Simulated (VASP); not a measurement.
# InGa (Cmmm) in VASP: single point with PBE

Aim: the single point of InGa with PBE.

All numbers are computed with VASP 6.6.1; they aren't measurements. Logs are shortened: lines on timing, memory, paths and dates and some standing lists are left out, and cuts for length are marked.

### 1 The cell of the first run

The typed cell holds 2 atoms: a = 3.157 Å, b = 3.157 Å, c = 4.701 Å, α = 90.00°, β = 90.00°, γ = 89.97°.

### 2 Single point, PBE

Contents of INCAR:

```
PREC = Accurate
ENCUT = 520
EDIFF = 1E-6
ISMEAR = -1
SIGMA = 0.15
LREAL = False
LASPH = True
NELM = 100
ALGO = Normal
ISIF = 2
LWAVE = False
LCHARG = False
GGA = PE
NBANDS = 20
```

Contents of KPOINTS:

```
regular mesh
0
Gamma
  14 14 8
```

Contents of POSCAR:

```
InGa
1.0
    2.2329786646     -2.2317878602      0.0000000000
    2.2329786646      2.2317878602      0.0000000000
    0.0000000000      0.0000000000      4.7009168968
In Ga
1 1
Direct
    0.0000000000      0.0000000000      0.0000000000
    0.5000000000      0.5000000000      0.5000000000
```

Potentials or basis: VASP PAW PBE potentials, release 64 (In_d, Ga_d).

The run is started by

```bash
$ cat potpaw_PBE.64/In_d/POTCAR potpaw_PBE.64/Ga_d/POTCAR > POTCAR
$ mpirun -np 1 vasp_std > vasp.out
```

OUTCAR:

```text
PREC = Accurate
   ENCUT = 520
   EDIFF = 1E-6
   ISMEAR = -1
   LREAL = False
   LASPH = True
   NELM = 100
   ISIF = 2
   GGA = PE

 ion  position               nearest neighbor table
   1  0.000  0.000  0.000-   2 3.24   2 3.24   2 3.24   2 3.24   2 3.24   2 3.24   2 3.24   2 3.24

   2  0.500  0.500  0.500-   1 3.24   1 3.24   1 3.24   1 3.24   1 3.24   1 3.24   1 3.24   1 3.24

  LATTYP: Found a base centered orthorhombic cell.
 ALAT       =     4.4635757204
 B/A-ratio  =     1.0005335652
 C/A-ratio  =     1.0531728801

  Lattice vectors:

 A1 = (  -2.2329786646,  -2.2317878602,   0.0000000000)
 A2 = (   2.2329786646,  -2.2317878602,   0.0000000000)
 A3 = (   0.0000000000,   0.0000000000,   4.7009168968)

Analysis of symmetry for initial positions (statically):
=====================================================================
 Subroutine PRICEL returns:
 Original cell was already a primitive cell.

 Routine SETGRP: Setting up the symmetry group for a
 base centered orthorhombic supercell.

 Subroutine GETGRP returns: Found  8 space group operations
 (whereof  8 operations were pure point group operations)
 out of a pool of  8 trial point group operations.

The static configuration has the point symmetry D_2h.

Analysis of symmetry for dynamics (positions and initial velocities):
=====================================================================
 Subroutine PRICEL returns:
 Original cell was already a primitive cell.

 Routine SETGRP: Setting up the symmetry group for a
 base centered orthorhombic supercell.

 Subroutine GETGRP returns: Found  8 space group operations
 (whereof  8 operations were pure point group operations)
 out of a pool of  8 trial point group operations.

The dynamic configuration has the point symmetry D_2h.

 Subroutine INISYM returns: Found  8 space group operations
 (whereof  8 operations are pure point group operations),
 and found     1 'primitive' translations

----------------------------------------------------------------------------------------

                                     Primitive cell

  volume of cell :      46.8544

  direct lattice vectors                    reciprocal lattice vectors
     2.232978665 -2.231787860  0.000000000     0.223916156 -0.224035630  0.000000000
[... 75 lines left out ...]
   NGXF,Y,Z  is equivalent  to a cutoff of  25.28, 25.28, 25.46 a.u.
 SYSTEM =  unknown system
   PREC   = accura    normal or accurate (medium, high low for compatibility)
   ISTART =      0    job   : 0-new  1-cont  2-samecut
   ICHARG =      2    charge: 1-file 2-atom 10-const
   ISPIN  =      1    spin polarized calculation?
   LNONCOLLINEAR =      F non collinear calculations
   LSORBIT =      F    spin-orbit coupling
   LASPH  =      T    aspherical Exc in radial PAW
   ENCUT  =  520.0 eV  38.22 Ry    6.18 a.u.   5.87  5.87  8.74*2*pi/ulx,y,z
   NELM   =    100;   NELMIN=  2; NELMDL= -5     # of ELM steps
   EDIFF  = 0.1E-05   stopping-criterion for ELM
   LREAL  =      F    real-space projection
   EDIFFG = 0.1E-04   stopping-criterion for IOM
   NSW    =      0    number of steps for IOM
   IBRION =     -1    ionic relax: 0-MD 1-quasi-New 2-CG
   NFREE  =      0    steps in history (QN), initial steepest desc. (CG)
   ISIF   =      2    stress and relaxation
   ISYM   =      2    0-nonsym 1-usesym 2-fastsym
   POTIM  = 0.5000    time-step for ionic-motion
   TEBEG  =    0.0;   TEEND  =   0.0 temperature during run
   PSTRESS=    0.0 pullay stress
   NELECT =      26.0000    total number of electrons
   NUPDOWN=      -1.0000    fix difference up-down
   EMIN   =  10.00;   EMAX   =-10.00  energy-range for DOS
   EFERMI =   0.00;   METHOD = LEGACY
   ISMEAR =    -1;   SIGMA  =   0.15  broadening in eV -4-tet -1-fermi 0-gaus
   EFERMI_NEDOS =   21; number of points for ismear=-14 and -15
   IALGO  =     38    algorithm
   IMIX   =      4    mixing-type and parameters
     AMIX     =   0.40;   BMIX     =  1.00
     AMIX_MAG =   1.60;   BMIX_MAG =  1.00
  volume/ion in A,a.u.               =      23.43       158.09
  Fermi-wavevector in a.u.,A,eV,Ry     =   1.345290  2.542230 24.623896  1.809805
  Thomas-Fermi vector in A             =   2.473215
   LORBIT       =      0    0 simple, 1 ext, 2 COOP (PROOUT), +10 PAW based schemes
   GGA     = PE    functional components
   LHFCALC =     F    Hartree Fock is set to
   AEXX    =    0.0000 exact exchange contribution
   IVDW    =     0    specifies the selected vdW correction
   LEPSILON=     F    determine dielectric tensor
   LRPA    =     F    only Hartree local field effects (RPA)
 non-spin polarized calculation
  energy-cutoff  :      520.00
  volume of cell :       46.85
 maximum number of plane-waves:      1288
   NGX = 11   NGY = 11   NGZ = 17

 number of electron      26.0000003 magnetization

 Free energy of the ion-electron system (eV)
  ---------------------------------------------------
  ext. energy  EPLUGINS =         0.00000000
  ---------------------------------------------------
  free energy    TOTEN  =        -5.40693926 eV

  energy without entropy =       -5.34198128  energy(sigma->0) =       -5.37446027

 E-fermi :   6.2580     XC(G=0): -10.3929

 val. band max:        6.2579673938   @ k =  -0.3571   0.3571   0.2500
 cond. band min:       6.2617427703   @ k =  -0.2143   0.2143   0.1250
 fundamental gap:      0.0037753765
 Fermi energy:         6.2580256640

 k-point     1 :       0.0000    0.0000    0.0000
  band No.  band energies     occupation
      1      -8.6644      2.00000
      2      -8.5995      2.00000
      3      -8.5207      2.00000
      4      -8.5194      2.00000
      5      -8.5192      2.00000
      6      -8.4524      2.00000
[... 541 lines left out ...]
     19      17.2215      0.00000
     20      17.7428      0.00000

 [... further k-points ...]
[... 5 lines left out ...]
  --------------------------------------------------------------------------------------
  -------------------------------------------------------------------------------------
  Total       -0.0094186     -0.0076476     -0.0072568      0.0000000      0.0000000      0.0000000
  in kB       -0.3220668     -0.2615069     -0.2481463      0.0000000      0.0000000      0.0000000
  external PRESSURE =      -0.2772400 kB  Pullay stress =       0.0000000 kB

 VOLUME and BASIS-vectors are now :
 -----------------------------------------------------------------------------
  energy-cutoff  :      520.00
  volume of cell :       46.85
      direct lattice vectors                 reciprocal lattice vectors
     2.232978665 -2.231787860  0.000000000     0.223916156 -0.224035630  0.000000000
     2.232978665  2.231787860  0.000000000     0.223916156  0.224035630  0.000000000
     0.000000000  0.000000000  4.700916897     0.000000000  0.000000000  0.212724458

 POSITION                                       TOTAL-FORCE (eV/Angst)
 -----------------------------------------------------------------------------------
      0.00000      0.00000      0.00000        -0.000000     -0.000000      0.000000
      2.23298      0.00000      2.35046         0.000000      0.000000      0.000000
 -----------------------------------------------------------------------------------
    total drift:                                0.000000      0.000000     -0.000000

  FREE ENERGIE OF THE ION-ELECTRON SYSTEM (eV)
  ---------------------------------------------------
  free  energy   TOTEN  =        -5.4069392583 eV

  energy  without entropy=       -5.3419812839  energy(sigma->0) =       -5.37446027
```

stdout:

```text
POSCAR found type information on POSCAR InGa
 POSCAR found :  2 types and       2 ions
 scaLAPACK will be used
 LDA part: xc-table for (Slater+PW92), standard interpolation
 POSCAR, INCAR and KPOINTS ok, starting setup
 FFT: planning ... GRIDC
 FFT: planning ... GRID_SOFT
 FFT: planning ... GRID
 WAVECAR not read
 entering main loop
```

It took 74 s on 1 thread of Intel Xeon Platinum 8488C (Sapphire Rapids), shared host; peak memory 0.37 GiB.

What came out:

```yaml
Free_energy: -5.4069 eV
Pressure: 0.0 GPa
Band_gap_on_the_k_mesh: zero (band 13 reaches 11.86 eV, above the bottom of band 14 at 2.94 eV)
```

Caveat: spin-orbit coupling is left out, which moves the levels of the heavy elements.
